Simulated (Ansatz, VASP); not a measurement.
**One calculation of Sc2AlP3, two programs**

```
Sc Al P
1.0
     4.09871    0.00000    0.00000
    -2.04935    3.54958    0.00000
     0.00000    0.00000    7.17638
Sc Al P
2 1 3
Direct
  0.66667 0.33333 0.27964
  0.66667 0.33333 0.72036
  0.00000 0.00000 0.00000
  0.00000 0.00000 0.50000
  0.33333 0.66667 0.00000
  0.33333 0.66667 0.50000
```

Change from the starting cell: species swapped into the Ce2NiGe3 type (P-6m2, No. 187).

Alike in both runs: functional PBE; k mesh 12 × 12 × 6; occupations gaussian, width 0.1 eV; no spin polarisation.

Ansatz relaxed the structure, and its values are those at the end. VASP's run is a single point on that final structure, the one shown.

|  | VASP | Ansatz |
| --- | --- | --- |
| version | VASP 6.6.1 | Ansatz 0.2.0 |
| potentials or method | VASP PAW PBE potentials, release 64 (Sc_sv, Al, P), cutoff 520 eV | scalar-relativistic, plane waves, PAW |
| valence electrons in the cell | 40 | 40 |

VASP gave:

| Quantity | Value |
| --- | --- |
| gap on the k mesh at the Fermi level (eV) | none |
| pressure (GPa) | 0.0 |
| rms of the force components (eV/Å) | 0.003 |

What did Ansatz give for the same quantities?

gap on the k mesh at the Fermi level (eV): none; pressure (GPa): 0.0; rms of the force components (eV/Å): 0.000.

A gap of «none» marks a metal or a gap that the smearing closes. With one functional, cell and mesh, what is left measures potentials, basis and numerics.
